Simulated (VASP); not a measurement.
# Hg8H (R-3m) in VASP: single point with r2SCAN

Aim: the single point of Hg8H with r2SCAN.

Program: VASP 6.6.1. These are calculated values, not measurements. Logs are shortened: lines on timing, memory, paths and dates and some standing lists are left out, and cuts for length are marked.

## (1) The cell of the first run

It takes space group R-3m (No. 166, trigonal). Conventional cell: a = 7.516 Å, b = 7.516 Å, c = 12.901 Å, α = 90.00°, β = 90.00°, γ = 120.00°. Hg (site symmetry 3m) has 12 Hg at 3.05 to 3.76 Å and 1 H at 3.23 Å within 4.0 Å. Within 3.2 Å of Hg (site symmetry m) lie 1 H at 2.42 Å and 6 Hg at 3.05 Å. H (site symmetry -3m) has 8 Hg at 2.42 to 3.23 Å within 3.3 Å.

## (2) Single point, r2SCAN

POSCAR reads:

```
Hg8H
1.0
    3.7581942986      2.1697944900      4.3003286188
   -3.7581942986      2.1697944900      4.3003286188
    0.0000000000     -4.3395889800      4.3003286188
Hg H
8 1
Direct
    0.0000000000      0.0000000000      0.0000000000
    0.0000000000      0.0000000000      0.5000000000
    0.0000000000      0.5000000000      0.0000000000
    0.0000000000      0.5000000000      0.5000000000
    0.5000000000      0.0000000000      0.0000000000
    0.5000000000      0.0000000000      0.5000000000
    0.5000000000      0.5000000000      0.0000000000
    0.5000000000      0.5000000000      0.5000000000
    0.2500000000      0.2500000000      0.2500000000
```

INCAR.step1 reads:

```
SYSTEM = Hg8H
PREC = Accurate ; ENCUT = 520
ISMEAR = 0 ; SIGMA = 0.1
LREAL = .False. ; LASPH = .True.
NELM = 80 ; NBANDS = 58
GGA = PE ; ALGO = Normal
EDIFF = 1E-4 ; LWAVE = .True.
LCHARG = .False.
```

INCAR.step2 reads:

```
SYSTEM = Hg8H
PREC = Accurate ; ENCUT = 520
EDIFF = 1E-7 ; ISMEAR = 0
SIGMA = 0.1 ; LREAL = .False.
LASPH = .True. ; NELM = 80
ALGO = Normal ; ISIF = 2
LWAVE = .False. ; LCHARG = .True.
METAGGA = R2SCAN ; LMIXTAU = .True.
LELF = .True. ; LVHAR = .True.
NBANDS = 58 ; ISTART = 1
```

KPOINTS reads:

```
regular mesh
0
Gamma
  3 3 3
  0 0 0
```

Potentials or basis: VASP PAW PBE potentials, release 64 (Hg, H).

The run is started by

```console
$ cat potpaw_PBE.64/Hg/POTCAR potpaw_PBE.64/H/POTCAR > POTCAR
$ cp INCAR.step1 INCAR
$ mpirun -np 1 vasp_std > vasp.out
$ cp INCAR.step2 INCAR
$ mpirun -np 1 vasp_std > vasp.out
```

OUTCAR:

```text
SYSTEM = Hg8H
   PREC = Accurate
   ENCUT = 520
   EDIFF = 1E-7
   ISMEAR = 0
   LREAL = .False.
   LASPH = .True.
   NELM = 80
   ISIF = 2
   METAGGA = R2SCAN
   ISTART = 1

 ion  position               nearest neighbor table
   1  0.000  0.000  0.000-   3 3.05   5 3.05   3 3.05   5 3.05   2 3.05   2 3.05   7 3.76   7 3.76
                             6 3.76   4 3.76   6 3.76   4 3.76
   2  0.000  0.000  0.500-   4 3.05   6 3.05   4 3.05   6 3.05   1 3.05   1 3.05   8 3.76   8 3.76
                             5 3.76   5 3.76   3 3.76   3 3.76
   3  0.000  0.500  0.000-   1 3.05   7 3.05   1 3.05   7 3.05   4 3.05   4 3.05   5 3.76   5 3.76
                             8 3.76   2 3.76   2 3.76   8 3.76
   4  0.000  0.500  0.500-   2 3.05   8 3.05   2 3.05   8 3.05   3 3.05   3 3.05   6 3.76   6 3.76
                             7 3.76   1 3.76   7 3.76   1 3.76
   5  0.500  0.000  0.000-   1 3.05   7 3.05   7 3.05   1 3.05   6 3.05   6 3.05   3 3.76   3 3.76
                             8 3.76   2 3.76   2 3.76   8 3.76
   6  0.500  0.000  0.500-   2 3.05   8 3.05   8 3.05   2 3.05   5 3.05   5 3.05   4 3.76   4 3.76
                             7 3.76   1 3.76   1 3.76   7 3.76
   7  0.500  0.500  0.000-   3 3.05   5 3.05   5 3.05   3 3.05   8 3.05   8 3.05   1 3.76   1 3.76
                             6 3.76   6 3.76   4 3.76   4 3.76
   8  0.500  0.500  0.500-   4 3.05   6 3.05   6 3.05   4 3.05   7 3.05   7 3.05   2 3.76   2 3.76
                             3 3.76   5 3.76   3 3.76   5 3.76
   9  0.250  0.250  0.250-

  LATTYP: Found a trigonal (rhomboedric) cell.
 ALAT       =     6.1094073972
 COS(alpha) =     0.2431840408

  Lattice vectors:

 A1 = (   3.7581942986,   2.1697944900,   4.3003286188)
 A2 = (  -3.7581942986,   2.1697944900,   4.3003286188)
 A3 = (   0.0000000000,  -4.3395889800,   4.3003286188)

Analysis of symmetry for initial positions (statically):
=====================================================================
 Subroutine PRICEL returns:
 Original cell was already a primitive cell.

 Routine SETGRP: Setting up the symmetry group for a
 trigonal (rhombohedral) supercell.

 Subroutine GETGRP returns: Found 12 space group operations
 (whereof  6 operations were pure point group operations)
 out of a pool of 12 trial point group operations.

The static configuration has the point symmetry C_3v.
 The point group associated with its full space group is D_3d.

Analysis of symmetry for dynamics (positions and initial velocities):
=====================================================================
 Subroutine PRICEL returns:
 Original cell was already a primitive cell.

 Routine SETGRP: Setting up the symmetry group for a
 trigonal (rhombohedral) supercell.

 Subroutine GETGRP returns: Found 12 space group operations
 (whereof  6 operations were pure point group operations)
 out of a pool of 12 trial point group operations.

The dynamic configuration has the point symmetry C_3v.
 The point group associated with its full space group is D_3d.

 Subroutine INISYM returns: Found 12 space group operations
 (whereof  6 operations are pure point group operations),
 and found     1 'primitive' translations

----------------------------------------------------------------------------------------

                                     Primitive cell

  volume of cell :     210.4024

  direct lattice vectors                    reciprocal lattice vectors
     3.758194299  2.169794490  4.300328619     0.133042616  0.076812190  0.077513456
    -3.758194299  2.169794490  4.300328619    -0.133042616  0.076812190  0.077513456
     0.000000000 -4.339588980  4.300328619     0.000000000 -0.153624380  0.077513456

  length of vectors
     6.109407397  6.109407397  6.109407397     0.172072037  0.172072037  0.172072037

  position of ions in fractional coordinates (direct lattice)
     0.000000000  0.000000000  0.000000000
     0.000000000  0.000000000  0.500000000
     0.000000000  0.500000000  0.000000000
     0.000000000  0.500000000  0.500000000
     0.500000000  0.000000000  0.000000000
     0.500000000  0.000000000  0.500000000
     0.500000000  0.500000000  0.000000000
     0.500000000  0.500000000  0.500000000
     0.250000000  0.250000000  0.250000000

  ion indices of the primitive-cell ions
   primitive index   ion index
                 1           1
                 2           2
                 3           3
                 4           4
                 5           5
                 6           6
                 7           7
                 8           8
                 9           9

----------------------------------------------------------------------------------------

 KPOINTS: regular mesh

Automatic generation of k-mesh.
 Grid dimensions read from file:
 generate k-points for:    3    3    3

 Generating k-lattice:

  Cartesian coordinates                     Fractional coordinates (reciprocal lattice)
     0.044347539  0.025604063  0.025837819     0.333333333  0.000000000  0.000000000
    -0.044347539  0.025604063  0.025837819     0.000000000  0.333333333  0.000000000
     0.000000000 -0.051208127  0.025837819     0.000000000  0.000000000  0.333333333

  Length of vectors
     0.057357346  0.057357346  0.057357346

  Shift w.r.t. Gamma in fractional coordinates (k-lattice)
     0.000000000  0.000000000  0.000000000

 Subroutine IBZKPT returns following result:
 ===========================================

 Found      6 irreducible k-points:

 Following reciprocal coordinates:
            Coordinates               Weight
  0.000000  0.000000  0.000000      1.000000
  0.333333  0.000000  0.000000      6.000000
  0.333333  0.333333  0.000000      6.000000
 -0.333333  0.333333  0.000000      6.000000
  0.333333  0.333333  0.333333      2.000000
 -0.333333  0.333333  0.333333      6.000000
   k-points           NKPTS =      6   k-points in BZ     NKDIM =      6   number of bands    NBANDS=     58
   number of dos      NEDOS =    301   number of ions     NIONS =      9
   total plane-waves  NPLWV = 110592
   dimension x,y,z NGX =    48 NGY =   48 NGZ =   48
   dimension x,y,z NGXF=    96 NGYF=   96 NGZF=   96
   ions per type =               8   1
   NGX,Y,Z   is equivalent  to a cutoff of  13.06, 13.06, 13.06 a.u.
   NGXF,Y,Z  is equivalent  to a cutoff of  26.12, 26.12, 26.12 a.u.
 SYSTEM =  Hg8H
   PREC   = accura    normal or accurate (medium, high low for compatibility)
   ISTART =      1    job   : 0-new  1-cont  2-samecut
   ICHARG =      0    charge: 1-file 2-atom 10-const
   ISPIN  =      1    spin polarized calculation?
   LNONCOLLINEAR =      F non collinear calculations
   LSORBIT =      F    spin-orbit coupling
   LASPH  =      T    aspherical Exc in radial PAW
   ENCUT  =  520.0 eV  38.22 Ry    6.18 a.u.  11.36 11.36 11.36*2*pi/ulx,y,z
   NELM   =     80;   NELMIN=  2; NELMDL=  0     # of ELM steps
   EDIFF  = 0.1E-06   stopping-criterion for ELM
   LREAL  =      F    real-space projection
   EDIFFG = 0.1E-05   stopping-criterion for IOM
   NSW    =      0    number of steps for IOM
   IBRION =     -1    ionic relax: 0-MD 1-quasi-New 2-CG
   NFREE  =      0    steps in history (QN), initial steepest desc. (CG)
   ISIF   =      2    stress and relaxation
   ISYM   =      2    0-nonsym 1-usesym 2-fastsym
   POTIM  = 0.5000    time-step for ionic-motion
   TEBEG  =    0.0;   TEEND  =   0.0 temperature during run
   PSTRESS=    0.0 pullay stress
   NELECT =      97.0000    total number of electrons
   NUPDOWN=      -1.0000    fix difference up-down
   EMIN   =  10.00;   EMAX   =-10.00  energy-range for DOS
   EFERMI =   0.00;   METHOD = LEGACY
   ISMEAR =     0;   SIGMA  =   0.10  broadening in eV -4-tet -1-fermi 0-gaus
   EFERMI_NEDOS =   21; number of points for ismear=-14 and -15
   IALGO  =     38    algorithm
   IMIX   =      4    mixing-type and parameters
     AMIX     =   0.40;   BMIX     =  1.00
     AMIX_MAG =   1.60;   BMIX_MAG =  1.00
  volume/ion in A,a.u.               =      23.38       157.76
  Fermi-wavevector in a.u.,A,eV,Ry     =   1.264683  2.389905 21.761488  1.599424
  Thomas-Fermi vector in A             =   2.397976
   LORBIT       =      0    0 simple, 1 ext, 2 COOP (PROOUT), +10 PAW based schemes
   METAGGA = R2SCAN    functional components
   LHFCALC =     F    Hartree Fock is set to
   AEXX    =    0.0000 exact exchange contribution
   IVDW    =     0    specifies the selected vdW correction
   LEPSILON=     F    determine dielectric tensor
   LRPA    =     F    only Hartree local field effects (RPA)
 non-spin polarized calculation
 Gauss-broadening in eV      SIGMA  =   0.10
  energy-cutoff  :      520.00
  volume of cell :      210.40
 maximum number of plane-waves:      5680
 NGX is ok and might be reduce to    48
   NGX = 23   NGY = 23   NGZ = 23

 number of electron      97.0000024 magnetization

 Free energy of the ion-electron system (eV)
  ---------------------------------------------------
  ext. energy  EPLUGINS =         0.00000000
  ---------------------------------------------------
  free energy    TOTEN  =      -396.72697640 eV

  energy without entropy =     -396.71970231  energy(sigma->0) =     -396.72333936

 E-fermi :   1.9075     XC(G=0): -10.9233

 val. band max:        1.7743603856   @ k =   0.3333   0.3333   0.3333
 cond. band min:       2.0098968467   @ k =   0.3333   0.0000   0.0000
 fundamental gap:      0.2355364611
 Fermi energy:         1.9075109407

 k-point     1 :       0.0000    0.0000    0.0000
  band No.  band energies     occupation
      1      -7.1350      2.00000
      2      -6.2590      2.00000
      3      -6.1500      2.00000
      4      -6.1490      2.00000
      5      -6.1490      2.00000
      6      -6.1025      2.00000
[... 50 lines left out ...]
     57       5.6751      0.00000
     58       5.8103      0.00000

 k-point     2 :       0.3333    0.0000    0.0000
  band No.  band energies     occupation
      1      -6.7765      2.00000
      2      -6.1810      2.00000
      3      -6.1016      2.00000
      4      -6.0700      2.00000
      5      -6.0553      2.00000
      6      -6.0543      2.00000
[... 50 lines left out ...]
     57       6.5076      0.00000
     58       6.9698      0.00000

 k-point     3 :       0.3333    0.3333    0.0000
  band No.  band energies     occupation
      1      -6.5796      2.00000
      2      -6.0784      2.00000
      3      -6.0295      2.00000
      4      -6.0097      2.00000
      5      -5.9751      2.00000
      6      -5.7491      2.00000
[... 50 lines left out ...]
     57       7.2416      0.00000
     58       7.5521      0.00000

 k-point     4 :      -0.3333    0.3333    0.0000
  band No.  band energies     occupation
      1      -6.4884      2.00000
      2      -6.0639      2.00000
      3      -6.0514      2.00000
      4      -6.0219      2.00000
      5      -5.9373      2.00000
      6      -5.7461      2.00000
[... 50 lines left out ...]
     57       6.6861      0.00000
     58       7.0085      0.00000

 k-point     5 :       0.3333    0.3333    0.3333
  band No.  band energies     occupation
      1      -6.4723      2.00000
      2      -5.7421      2.00000
      3      -5.7421      2.00000
      4      -5.7371      2.00000
      5      -5.6874      2.00000
      6      -5.6683      2.00000
[... 50 lines left out ...]
     57       7.4583      0.00000
     58       7.5301      0.00000

 k-point     6 :      -0.3333    0.3333    0.3333
  band No.  band energies     occupation
      1      -6.3298      2.00000
      2      -5.7789      2.00000
      3      -5.7267      2.00000
      4      -5.7117      2.00000
      5      -5.5927      2.00000
      6      -5.5881      2.00000
[... 50 lines left out ...]
     57       7.5140      0.00000
     58       7.7899      0.00000

------------------------ aborting loop because EDIFF is reached ----------------------------------------

  FORCE on cell =-STRESS in cart. coord.  units (eV):
  Direction    XX          YY          ZZ          XY          YZ          ZX
  --------------------------------------------------------------------------------------
  -------------------------------------------------------------------------------------
  Total        1.4884454      1.4884454     -1.2503489      0.0000000     -0.0000000      0.0000000
  in kB       11.3342496     11.3342496     -9.5211862      0.0000000     -0.0000000      0.0000000
  external PRESSURE =       4.3824377 kB  Pullay stress =       0.0000000 kB

 VOLUME and BASIS-vectors are now :
 -----------------------------------------------------------------------------
  energy-cutoff  :      520.00
  volume of cell :      210.40
      direct lattice vectors                 reciprocal lattice vectors
     3.758194299  2.169794490  4.300328619     0.133042616  0.076812190  0.077513456
    -3.758194299  2.169794490  4.300328619    -0.133042616  0.076812190  0.077513456
     0.000000000 -4.339588980  4.300328619     0.000000000 -0.153624380  0.077513456

 POSITION                                       TOTAL-FORCE (eV/Angst)
 -----------------------------------------------------------------------------------
      0.00000      0.00000      0.00000        -0.000000      0.000000     -0.165153
      0.00000     -2.16979      2.15016        -0.000000     -0.140592     -0.102557
     -1.87910      1.08490      2.15016        -0.121756      0.070296     -0.102557
     -1.87910     -1.08490      4.30033        -0.121756     -0.070296      0.102557
      1.87910      1.08490      2.15016         0.121756      0.070296     -0.102557
      1.87910     -1.08490      4.30033         0.121756     -0.070296      0.102557
      0.00000      2.16979      4.30033        -0.000000      0.140592      0.102557
      0.00000      0.00000      6.45049        -0.000000     -0.000000      0.165153
      0.00000      0.00000      3.22525        -0.000000      0.000000      0.000000
 -----------------------------------------------------------------------------------
    total drift:                               -0.000000     -0.000000      0.000000

  FREE ENERGIE OF THE ION-ELECTRON SYSTEM (eV)
  ---------------------------------------------------
  free  energy   TOTEN  =      -396.7269764039 eV

  energy  without entropy=     -396.7197023139  energy(sigma->0) =     -396.72333936
```

It took 8 min on 1 thread of Oxide Virtual Turin-like, shared host; peak memory 0.35 GiB.

What came out:

| Quantity | Value |
| --- | --- |
| Free energy | -396.7270 eV |
| Pressure | 0.4 GPa |
| Largest force | 0.174 eV/Å |
| Band gap on the k mesh | zero (an odd number of electrons rules out a gap without spin polarisation) |

Forces in eV/Å, atoms in the order of the input:
```
Hg   0.000  0.000 -0.165
Hg   0.000 -0.141 -0.103
Hg  -0.122  0.070 -0.103
Hg  -0.122 -0.070  0.103
Hg   0.122  0.070 -0.103
Hg   0.122 -0.070  0.103
Hg   0.000  0.141  0.103
Hg   0.000  0.000  0.165
H    0.000  0.000  0.000
```

Caveat: the k points lie up to 0.36 Å⁻¹ apart, too coarse for converged energies and pressures of a metal; the PAW data sets were made with another functional, which shifts forces and pressure a little; spin-orbit coupling is left out, which moves the levels of the heavy elements.

The gap in the log of VASP goes by the Fermi energy; the results here count the filled bands.